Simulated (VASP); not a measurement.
Wanted: the native input for a VASP 6.6.1 run.

| Property | Result |
| --- | --- |
| Task | single point |
| Functional | LDA |
| Potentials or basis | VASP PAW LDA potentials, release 64 (Ba_sv, Te) |
| Cutoff | 520 eV |
| k mesh | 7 × 7 × 7 |
| Occupations | fermi-dirac, width 0.05 eV |
| Spin | no spin polarisation |
| Dipole correction | no |
| Further INCAR settings | ALGO = Normal; EDIFF = 1e-06; NBANDS = 15 |

The structure of BaTe lies in POSCAR:

```
BaTe
1.0
    0.0000000000      3.3871134044      3.3871134044
    3.3871134044      0.0000000000      3.3871134044
    3.3871134044      3.3871134044      0.0000000000
Ba Te
1 1
Direct
    0.0000000000      0.0000000000      0.0000000000
    0.5000000000      0.5000000000      0.5000000000
```

This cell differs from its parent crystal: volume scaled by 0.98.

One way to write it, as run:

INCAR

```
ALGO = Normal
EDIFF = 1E-6
ENCUT = 520
GGA = CA
ISIF = 2
ISMEAR = -1
LASPH = True
LCHARG = False
LREAL = False
LWAVE = False
NBANDS = 15
NELM = 60
PREC = Accurate
SIGMA = 0.05
```

KPOINTS

```
k-points
0
Gamma
  7 7 7
```

Potentials or basis: VASP PAW LDA potentials, release 64 (Ba_sv, Te).

Run with:

```console
$ cat potpaw_LDA.64/Ba_sv/POTCAR potpaw_LDA.64/Te/POTCAR > POTCAR
$ mpirun -np 1 vasp_std > vasp.out
```

Results of the run:

| Quantity | Value |
| --- | --- |
| Pressure | 2.1 GPa |
| Band gap on the k mesh | 1.21 eV, indirect (least direct gap 1.59 eV) |

Caveat: spin-orbit coupling is left out, which moves the levels of the heavy elements.

Wall time 41 s on 1 thread of Intel Xeon 8259CL, with other jobs on the host, peak memory 0.18 GiB.
